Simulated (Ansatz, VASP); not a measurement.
Two plane-wave programs on TaN

```
Ta N
1.0
     5.18500    0.00000    0.00000
    -2.59250    4.49034    0.00000
     0.00000    0.00000    2.90800
Ta N
3 3
Direct
  0.00000 0.00000 0.00000
  0.33333 0.66667 0.50000
  0.66667 0.33333 0.50000
  0.50000 0.00000 0.00000
  0.50000 0.50000 0.00000
  0.00000 0.50000 0.00000
```

Alike in both runs: task single point; functional PBE; k mesh 4 × 4 × 7; occupations gaussian, width 0.05 eV; collinear spin; Hubbard terms Ta d U = 4.0 eV.

|  | VASP | Ansatz |
| --- | --- | --- |
| version | VASP 6.6.1 | Ansatz 0.2.0 |
| potentials or method | VASP PAW PBE potentials, release 64 (Ta_pv, N), cutoff 520 eV | scalar-relativistic, plane waves, PAW |
| valence electrons in the cell | 48 | 54 |

Ansatz gave:

| Item | Value |
| --- | --- |
| gap on the k mesh at the Fermi level (eV) | none |
| pressure (GPa) | 14.0 |
| traceless stress, the component that is largest in VASP (GPa) | -1.37 |
| net moment per atom (μB) | 0.00 |

Estimate VASP's values.

gap on the k mesh at the Fermi level (eV): none; pressure (GPa): 23.3; traceless stress, the component that is largest in VASP (GPa): 2.96; net moment per atom (μB): 0.00.

The programs project onto different local orbitals, so the same U acts differently, and such runs can settle in different states. A gap of «none» marks a metal or a gap that the smearing closes. VASP's potentials hold 48 valence electrons a cell and Ansatz's 54, so a difference there can come from the potentials and not from the codes. Ansatz's warnings: filled band counts differ across k points, seeded moment not kept, specified occupation not kept, symmetry narrowed by occupation matrices.

Spin-orbit coupling is off throughout.
